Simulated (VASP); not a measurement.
Set up this calculation in VASP 6.6.1, as the native input.

- Task: single point
- Functional: PBE
- Potentials or basis: VASP PAW PBE potentials, release 64 (Mg, O)
- Cutoff: 600 eV
- k mesh: 8 × 8 × 8
- Occupations: gaussian, width 0.1 eV
- Spin: no spin polarisation
- Dipole correction: no
- Further INCAR settings: ALGO = Normal; EDIFF = 1e-06; NBANDS = 11

The structure of MgO lies in POSCAR:

```
MgO
1.0
    0.0000000000      2.0970013900      2.0970013900
    2.0970013900      0.0000000000      2.0970013900
    2.0970013900      2.0970013900      0.0000000000
Mg O
1 1
Direct
    0.0000000000      0.0000000000      0.0000000000
    0.5000000000      0.5000000000      0.5000000000
```

The input as run:

INCAR

```
SYSTEM = MgO
ALGO = Normal ; EDIFF = 1E-6
ENCUT = 600 ; GGA = PE
GGA_COMPAT = .False. ; ISIF = 2
ISMEAR = 0 ; LASPH = .True.
LCHARG = .False. ; LREAL = .False.
LWAVE = .False. ; NBANDS = 11
NELM = 120 ; PREC = Accurate
SIGMA = 0.1
```

KPOINTS

```
k-points
0
Gamma
  8 8 8
  0 0 0
```

Potentials or basis: VASP PAW PBE potentials, release 64 (Mg, O).

Run with:

```console
$ cat potpaw_PBE.64/Mg/POTCAR potpaw_PBE.64/O/POTCAR > POTCAR
$ mpirun -np 1 vasp_std > vasp.out
```

Results of the run:

```json
{"Pressure": "5.9 GPa", "Band gap on the k mesh": "4.85 eV, direct"}
```

Wall time 5.5 s on 1 thread of AMD EPYC 7R13 Processor (Zen 3) (shared host), peak memory 0.11 GiB.
